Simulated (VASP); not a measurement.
# Si16B (a cell with a defect) in VASP: a series of runs

The runs below take Si16B (a cell with a defect) through single point, with PBE.

All numbers are computed with VASP 6.6.1; they aren't measurements. Logs are shortened: lines on timing, memory, paths and dates and some standing lists are left out, and cuts for length are marked.

### Step 1. The cell of the first run

The cell holds a defect, 17 atoms: a = 7.679 Å, b = 7.679 Å, c = 7.679 Å, α = 60.00°, β = 60.00°, γ = 60.00°.

### Step 2. Single point, PBE, collinear spin, zero start

File INCAR:

```
PREC = Accurate
ENCUT = 520
EDIFF = 1E-6
ISMEAR = -1
SIGMA = 0.05
LREAL = Auto
LASPH = True
NELM = 150
ALGO = Normal
ISIF = 2
LWAVE = False
LCHARG = False
ISPIN = 2
MAGMOM = 0 0 0 0 0 0 0 0 0 0 0 0 0 0 0 0 0
LORBIT = 11
GGA = PE
NBANDS = 52
```

File KPOINTS:

```
regular mesh
0
Gamma
  2 2 2
```

File POSCAR:

```
Si16B
1.0
    0.0000000000      5.4300000000      5.4300000000
    5.4300000000      0.0000000000      5.4300000000
    5.4300000000      5.4300000000      0.0000000000
Si B
16 1
Direct
   -0.0581215470     -0.0516022099      0.0379742173
    0.0914088398      0.1418692449      0.1338213628
   -0.0829558011      0.0447053407      0.5098987109
    0.0895580110      0.1200000000      0.6352117864
    0.0509392265      0.5341252302     -0.0016022099
    0.2066758748      0.6231031308      0.1380755064
    0.0447974217      0.4968047882      0.5029926335
    0.1381767956      0.7094843462      0.6050828729
    0.4450368324     -0.0216666667     -0.0302117864
    0.5561602210      0.1235082873      0.1208563536
    0.4435359116     -0.0235543278      0.4771086556
    0.5369152855      0.1393093923      0.6223480663
    0.6715285451      0.4367587477     -0.0222099448
    0.6784530387      0.6609023941      0.1348987109
    0.4915101289      0.5083793738      0.5089871087
    0.6146685083      0.6211694291      0.6474309392
    0.9942725599      0.2619521179      0.8606445672
```

Potentials or basis: VASP PAW PBE potentials, release 64 (Si, B).

Launch:

```sh
$ cat potpaw_PBE.64/Si/POTCAR potpaw_PBE.64/B/POTCAR > POTCAR
$ mpirun -np 1 vasp_std > vasp.out
```

OUTCAR:

```text
PREC = Accurate
   ENCUT = 520
   EDIFF = 1E-6
   ISMEAR = -1
   LREAL = Auto
   LASPH = True
   NELM = 150
   ISIF = 2
   ISPIN = 2
   LORBIT = 11
   GGA = PE

 ion  position               nearest neighbor table
   1  0.942  0.948  0.038-  17 2.23   6 2.35  10 2.44   4 2.55   2 2.78   5 2.99
   2  0.091  0.142  0.134-  17 2.18   9 2.30   3 2.38   5 2.55   1 2.78
   3  0.917  0.045  0.510-   8 2.24   4 2.37   2 2.38  12 2.40
   4  0.090  0.120  0.635-  17 2.13  11 2.26   3 2.37   7 2.44   1 2.55   8 3.10
   5  0.051  0.534  0.998-  14 2.34   6 2.42   8 2.49   2 2.55   1 2.99
   6  0.207  0.623  0.138-   7 2.31   1 2.35   5 2.42  13 2.93
   7  0.045  0.497  0.503-   6 2.31  17 2.37   4 2.44   8 2.61  16 2.70
   8  0.138  0.709  0.605-   3 2.24  15 2.29   5 2.49   7 2.61   4 3.10
   9  0.445  0.978  0.970-  12 2.20   2 2.30  14 2.36  10 2.56
  10  0.556  0.124  0.121-  11 2.24   1 2.44  13 2.51   9 2.56  14 3.15
  11  0.444  0.976  0.477-  10 2.24   4 2.26  16 2.33  12 2.53
  12  0.537  0.139  0.622-   9 2.20  15 2.40   3 2.40  11 2.53
  13  0.672  0.437  0.978-  17 2.10  16 2.35  10 2.51  14 2.58   6 2.93
  14  0.678  0.661  0.135-   5 2.34   9 2.36  15 2.42  13 2.58  10 3.15
  15  0.492  0.508  0.509-   8 2.29  16 2.35  12 2.40  14 2.42
  16  0.615  0.621  0.647-  11 2.33  15 2.35  13 2.35   7 2.70
  17  0.994  0.262  0.861-  13 2.10   4 2.13   2 2.18   1 2.23   7 2.37

  LATTYP: Found a face centered cubic cell.
 ALAT       =    10.8600000000

  Lattice vectors:

 A1 = (   0.0000000000,   5.4300000000,   5.4300000000)
 A2 = (   5.4300000000,   0.0000000000,   5.4300000000)
 A3 = (   5.4300000000,   5.4300000000,   0.0000000000)

Analysis of symmetry for initial positions (statically):
=====================================================================
 Subroutine PRICEL returns:
 Original cell was already a primitive cell.

 Routine SETGRP: Setting up the symmetry group for a
 face centered cubic supercell.

 Subroutine GETGRP returns: Found  1 space group operations
 (whereof  1 operations were pure point group operations)
 out of a pool of 48 trial point group operations.

The static configuration has the point symmetry C_1 .

Analysis of symmetry for dynamics (positions and initial velocities):
=====================================================================
 Subroutine PRICEL returns:
 Original cell was already a primitive cell.

 Routine SETGRP: Setting up the symmetry group for a
 face centered cubic supercell.

 Subroutine GETGRP returns: Found  1 space group operations
 (whereof  1 operations were pure point group operations)
 out of a pool of 48 trial point group operations.

The dynamic configuration has the point symmetry C_1 .

Analysis of structural, dynamic, and magnetic symmetry:
[... 173 lines left out ...]

 E-fermi :   6.2738     XC(G=0):  -9.6879

 val. band max:        6.2640903529   @ k =   0.5000   0.0000   0.5000
 cond. band min:       6.3469414600   @ k =   0.0000   0.5000   0.0000
 fundamental gap:      0.0828511071
 Fermi energy:         6.2738346518

 spin component 1

 k-point     1 :       0.0000    0.0000    0.0000
  band No.  band energies     occupation
      1      -6.2303      1.00000
      2      -4.0555      1.00000
      3      -3.7508      1.00000
      4      -3.5279      1.00000
      5      -3.4854      1.00000
      6      -2.8161      1.00000
[... 373 lines left out ...]
     44       9.5773      0.00000
     45       9.9017      0.00000
 Fermi energy:         6.2738346518

 spin component 2

 k-point     1 :       0.0000    0.0000    0.0000
  band No.  band energies     occupation
      1      -6.2303      1.00000
      2      -4.0555      1.00000
      3      -3.7508      1.00000
      4      -3.5280      1.00000
      5      -3.4854      1.00000
      6      -2.8161      1.00000
[... 373 lines left out ...]
     44       9.5773      0.00000
     45       9.9017      0.00000
 [bands above 45 left out]

------------------------ aborting loop because EDIFF is reached ----------------------------------------

  FORCE on cell =-STRESS in cart. coord.  units (eV):
  Direction    XX          YY          ZZ          XY          YZ          ZX
  --------------------------------------------------------------------------------------
  -------------------------------------------------------------------------------------
  Total       -0.7972006     -0.7430508     -4.4012350     -4.5641792     -1.9808385     -3.9252187
  in kB       -3.9888593     -3.7179164    -22.0219440    -22.8372487     -9.9112895    -19.6401572
  external PRESSURE =      -9.9095732 kB  Pullay stress =       0.0000000 kB

 VOLUME and BASIS-vectors are now :
 -----------------------------------------------------------------------------
  energy-cutoff  :      520.00
  volume of cell :      320.21
      direct lattice vectors                 reciprocal lattice vectors
     0.000000000  5.430000000  5.430000000    -0.092081031  0.092081031  0.092081031
     5.430000000  0.000000000  5.430000000     0.092081031 -0.092081031  0.092081031
     5.430000000  5.430000000  0.000000000     0.092081031  0.092081031 -0.092081031

 POSITION                                       TOTAL-FORCE (eV/Angst)
 -----------------------------------------------------------------------------------
      5.35600      5.32060     10.26420         0.385835     -0.207791      0.659620
      1.49700      1.22300      1.26670        -0.325410     -1.668155      0.678589
      3.01150      7.74830      5.22230         0.421821     -0.855519      0.310413
      4.10080      3.93550      1.13790         0.876532     -0.215780     -0.449147
      8.32160      5.69790      3.17690        -0.395125     -0.010459      0.380130
      4.13320      1.87200      4.50570        -0.672092     -0.461670      0.580835
[... 9 lines left out ...]
      6.88850      6.85320      6.71060        -0.787677      0.724076      0.695805
      6.09570     10.07220      6.82130         0.180998      0.444321     -0.646412
 -----------------------------------------------------------------------------------
    total drift:                               -0.002948     -0.005307     -0.006359

  FREE ENERGIE OF THE ION-ELECTRON SYSTEM (eV)
  ---------------------------------------------------
  free  energy   TOTEN  =       -85.9280929804 eV

  energy  without entropy=      -85.8814180877  energy(sigma->0) =      -85.90475553

 total charge

# of ion       s       p       d       tot
------------------------------------------
    1        0.794   0.802   0.000   1.596
    2        0.758   0.859   0.000   1.617
    3        0.761   0.919   0.000   1.680
    4        0.750   0.907   0.000   1.657
    5        0.776   0.841   0.000   1.617
    6        0.809   0.824   0.000   1.633
[... 9 lines left out ...]
   16        0.769   0.871   0.000   1.641
   17        0.704   1.017   0.000   1.721
--------------------------------------------------
tot         13.045  14.942   0.000  27.987

 magnetization (x)

# of ion       s       p       d       tot
------------------------------------------
    1        0.000   0.000   0.000   0.000
    2       -0.000  -0.000   0.000  -0.000
    3       -0.000  -0.000   0.000  -0.000
    4       -0.000   0.000   0.000  -0.000
    5       -0.000  -0.000   0.000  -0.000
    6        0.000   0.000   0.000   0.000
[... 9 lines left out ...]
   16       -0.000  -0.000   0.000  -0.000
   17        0.000   0.000   0.000   0.000
--------------------------------------------------
tot          0.000   0.000   0.000   0.000
```

It took 3.7 min on 1 thread of Intel Xeon 6975P-C (Granite Rapids), shared host; peak memory 0.7 GiB.

Results:

```yaml
Free_energy: -85.9281 eV
Pressure: -1.0 GPa
Largest_force: 2.418 eV/Å
Net_moment: 0.00 μB per cell
Valence_electrons_inside_the_program's_atomic_spheres: Si 1.60, 1.62, 1.68, 1.66, 1.63, 1.59, 1.69, 1.64, 1.67, 1.61 (each value once); B 1.72
```

Forces on the atoms (eV/Å):
```
Si   0.386 -0.208  0.660
Si  -0.325 -1.668  0.679
Si   0.422 -0.856  0.310
Si   0.877 -0.216 -0.449
Si  -0.395 -0.010  0.380
Si  -0.672 -0.462  0.581
Si   1.878  0.040 -0.888
Si  -0.444  0.843 -2.221
Si   1.379  1.892 -0.601
Si  -1.081 -0.460  0.939
Si   1.057  1.625  0.409
Si  -1.375 -1.275  0.998
Si   0.092  0.040 -0.189
Si  -0.636 -0.563 -1.287
Si  -0.556  0.109  0.630
Si  -0.788  0.724  0.696
B    0.181  0.444 -0.646
```

Levels at points of the mesh, in eV from the Fermi level:
Spin up:
```csv
k point,band 31,band 32,band 33,band 34,band 35,band 36,band 37,band 38
"(0.00, 0.00, 0.00)",-0.76,-0.54,-0.25,-0.03,0.13,0.40,0.47,0.62
"(0.50, 0.00, 0.00)",-0.99,-0.69,-0.44,-0.28,0.21,0.79,1.06,1.14
"(0.00, 0.50, 0.00)",-0.86,-0.73,-0.28,0.07,0.48,0.79,0.99,1.18
"(0.00, 0.00, 0.50)",-1.08,-0.91,-0.50,-0.23,0.14,0.73,1.04,1.22
"(0.50, 0.50, 0.50)",-1.13,-1.09,-0.11,-0.01,0.33,0.55,0.99,1.18
"(0.50, 0.50, 0.00)",-1.41,-1.00,-0.71,0.31,0.71,1.10,1.40,1.48
"(0.00, 0.50, 0.50)",-1.34,-1.20,-0.27,0.18,0.49,1.04,1.34,1.62
"(0.50, 0.00, 0.50)",-1.16,-0.80,-0.79,-0.01,0.28,0.80,1.15,1.50
```
Spin down:
```csv
k point,band 30,band 31,band 32,band 33,band 34,band 35,band 36,band 37,band 38,band 39
"(0.00, 0.00, 0.00)",-0.83,-0.76,-0.54,-0.25,-0.03,0.13,0.40,0.47,0.62,0.68
"(0.50, 0.00, 0.00)",-1.35,-0.99,-0.69,-0.44,-0.28,0.21,0.79,1.06,1.14,1.52
"(0.00, 0.50, 0.00)",-1.19,-0.86,-0.73,-0.28,0.07,0.48,0.79,0.99,1.18,1.32
"(0.00, 0.00, 0.50)",-1.40,-1.08,-0.91,-0.50,-0.23,0.14,0.73,1.04,1.22,1.42
"(0.50, 0.50, 0.50)",-1.26,-1.13,-1.09,-0.11,-0.01,0.33,0.55,0.99,1.18,1.31
"(0.50, 0.50, 0.00)",-1.52,-1.41,-1.00,-0.71,0.31,0.71,1.10,1.40,1.48,1.65
"(0.00, 0.50, 0.50)",-1.49,-1.34,-1.20,-0.27,0.18,0.49,1.04,1.34,1.62,1.73
"(0.50, 0.00, 0.50)",-1.53,-1.16,-0.80,-0.79,-0.01,0.28,0.80,1.15,1.50,1.87
```

Caveat: the k points lie up to 0.50 Å⁻¹ apart.

### Step 3. Single point, PBE, collinear spin, zero start

File INCAR:

```
SYSTEM = Si16B
  ALGO = Normal
  EDIFF = 1E-7
  ENCUT = 520
  GGA = PE
  ISIF = 2
  ISMEAR = -1
  ISPIN = 2
  LASPH = .TRUE.
  LCHARG = .FALSE.
  LORBIT = 11
  LREAL = Auto
  LWAVE = .FALSE.
  MAGMOM = 0 0 0 0 0 0 0 0 0 0 0 0 0 0 0 0 0
  NBANDS = 52
  NELM = 150
  PREC = Accurate
  SIGMA = 0.05
```

File KPOINTS:

```
k-points
0
G
  2 2 2
  0 0 0
```

File POSCAR:

```
Si16B
1.0
    0.0000000000      5.4300000000      5.4300000000
    5.4300000000      0.0000000000      5.4300000000
    5.4300000000      5.4300000000      0.0000000000
Si B
16 1
Direct
   -0.0112799263     -0.0677992634      0.0394567219
    0.1387937385      0.1854788214      0.0484069982
   -0.0382320442      0.0228360958      0.4053959484
    0.0976243094      0.0905893186      0.5871823204
   -0.0146500921      0.5940423573      0.0340607735
    0.2104604052      0.6164825046      0.2318784530
    0.0216850829      0.4702117864      0.5586648250
    0.1284069982      0.7107274401      0.6334530387
    0.4923572744     -0.0213259669     -0.0028545120
    0.5680478821      0.0676611418      0.1813075506
    0.4436003683      0.0015009208      0.5690883978
    0.6146777164      0.1479373849      0.5919152855
    0.5870257827      0.4297882136     -0.0501933702
    0.6161418048      0.6333609576      0.1056998158
    0.4827900552      0.5364548803      0.4685727440
    0.6023572744      0.6493922652      0.6026887661
    0.9382688766      0.2514732965      0.9020810313
```

Potentials or basis: VASP PAW PBE potentials, release 64 (Si, B).

Launch:

```sh
$ cat potpaw_PBE.64/Si/POTCAR potpaw_PBE.64/B/POTCAR > POTCAR
$ mpirun -np 1 vasp_std > vasp.out
```

It took 4.1 min on 1 thread of Intel Xeon 6975P-C (Granite Rapids), shared host; peak memory 0.7 GiB.

It converged, with:

```yaml
Free_energy: -84.6096 eV
Pressure: -0.2 GPa
Largest_force: 3.347 eV/Å
Net_moment: 0.00 μB per cell
Valence_electrons_inside_the_program's_atomic_spheres: Si 1.59, 1.65, 1.68, 1.56, 1.61, 1.60, 1.63, 1.73, 1.70, 1.69, 1.67 (each value once); B 1.71
```

Forces in eV/Å, atoms in the order of the input:
```
Si  -0.028 -0.819 -0.981
Si   1.338 -1.077 -0.060
Si  -0.600  0.525  0.762
Si   1.404  0.399  0.182
Si  -0.874 -0.081  0.359
Si  -1.312 -1.163  1.521
Si   1.580  0.334 -2.931
Si   0.063  0.091 -1.221
Si  -0.137 -2.289  1.569
Si   0.822  1.233  1.383
Si  -1.262 -1.685 -0.669
Si   2.119  0.484  0.014
Si   0.528  1.950 -0.121
Si  -1.897  0.998 -0.892
Si  -0.256  0.430 -0.492
Si  -1.019  1.456  0.715
B   -0.469 -0.785  0.862
```

Stress tensor (GPa, compression positive):
```
-0.02 -0.64  1.48
-0.64 -2.29  0.05
 1.48  0.05  1.76
```

Levels at points of the mesh, in eV from the Fermi level:
Spin up:
| k point | band 32 | band 33 | band 34 | band 35 | band 36 | band 37 |
| --- | --- | --- | --- | --- | --- | --- |
| (0.00, 0.00, 0.00) | -0.63 | -0.40 | -0.25 | 0.03 | 0.37 | 0.47 |
| (0.50, 0.00, 0.00) | -0.91 | -0.43 | -0.09 | 0.42 | 0.64 | 0.94 |
| (0.00, 0.50, 0.00) | -0.68 | -0.45 | -0.07 | 0.08 | 0.42 | 0.93 |
| (0.00, 0.00, 0.50) | -0.70 | -0.57 | -0.24 | 0.07 | 0.73 | 0.80 |
| (0.50, 0.50, 0.50) | -0.75 | -0.04 | 0.18 | 0.53 | 0.78 | 1.01 |
| (0.50, 0.50, 0.00) | -1.04 | -0.07 | 0.28 | 0.47 | 0.93 | 1.08 |
| (0.00, 0.50, 0.50) | -0.93 | 0.09 | 0.37 | 0.64 | 0.82 | 1.00 |
| (0.50, 0.00, 0.50) | -0.81 | -0.55 | -0.27 | 0.19 | 0.90 | 0.97 |
Spin down:
```csv
k point,band 32,band 33,band 34,band 35,band 36,band 37
"(0.00, 0.00, 0.00)",-0.63,-0.40,-0.25,0.03,0.37,0.47
"(0.50, 0.00, 0.00)",-0.91,-0.43,-0.09,0.42,0.64,0.94
"(0.00, 0.50, 0.00)",-0.68,-0.45,-0.07,0.08,0.42,0.93
"(0.00, 0.00, 0.50)",-0.70,-0.57,-0.24,0.07,0.73,0.80
"(0.50, 0.50, 0.50)",-0.75,-0.04,0.18,0.53,0.78,1.01
"(0.50, 0.50, 0.00)",-1.04,-0.07,0.28,0.47,0.93,1.08
"(0.00, 0.50, 0.50)",-0.93,0.09,0.37,0.64,0.82,1.00
"(0.50, 0.00, 0.50)",-0.81,-0.55,-0.27,0.19,0.90,0.97
```

Caveat: the k points lie up to 0.50 Å⁻¹ apart.
